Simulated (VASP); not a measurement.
# BeTe: relaxation of the atoms with r2SCAN

Crystal: BeTe.

```xyz
2
Lattice="0.0000 2.8095 2.8095 2.8095 0.0000 2.8095 2.8095 2.8095 0.0000" Properties=species:S:1:pos:R:3 pbc="T T T"
Be    0.0000    0.0000    0.0000
Te    1.4047    1.4047    1.4047
```

- Program: VASP 6.6.1
- Task: relaxation of the atoms
- Functional: r2SCAN
- Potentials or basis: VASP PAW PBE potentials, release 64 (Be, Te)
- Cutoff: 520 eV
- k mesh: 8 × 8 × 8
- Occupations: fermi-dirac, width 0.02 eV
- Spin: no spin polarisation
- Dipole correction: no
- Further INCAR settings: ALGO = Normal; EDIFF = 1e-07; IBRION = 2; EDIFFG = -0.01; NSW = 50

| Item | Value |
| --- | --- |
| Pressure after relaxing | 1.4 GPa |
| Band gap on the k mesh | 2.32 eV, indirect (least direct gap 4.01 eV) |

Final structure:
```xyz
2
Lattice="0.0000 2.8095 2.8095 2.8095 0.0000 2.8095 2.8095 2.8095 0.0000" Properties=species:S:1:pos:R:3 pbc="T T T"
Be    0.0000    0.0000    0.0000
Te    1.4047    1.4047    1.4047
```

Levels at points of the mesh, in eV from the valence-band top:
```tsv
k point	band 1	band 2	band 3	band 4	band 5	band 6	band 7	band 8
(0.00, 0.00, 0.00)	-12.84	0.00	0.00	0.00	4.01	4.01	4.01	4.57
(0.50, 0.00, 0.00)	-11.38	-5.81	-1.18	-1.18	3.57	5.01	5.01	8.47
(0.50, 0.50, 0.00)	-10.83	-5.38	-2.77	-2.77	2.32	2.98	10.62	10.62
```

It took 26 s on 1 thread of Intel Xeon 6975P-C, with other jobs on the host, peak memory 0.18 GiB.

Caveat: the relaxation stopped at its first step, so nothing moved; the PAW data sets were made with another functional, which shifts forces and pressure a little; spin-orbit coupling is left out, which moves the levels of the heavy elements. A k mesh can miss the band edges.
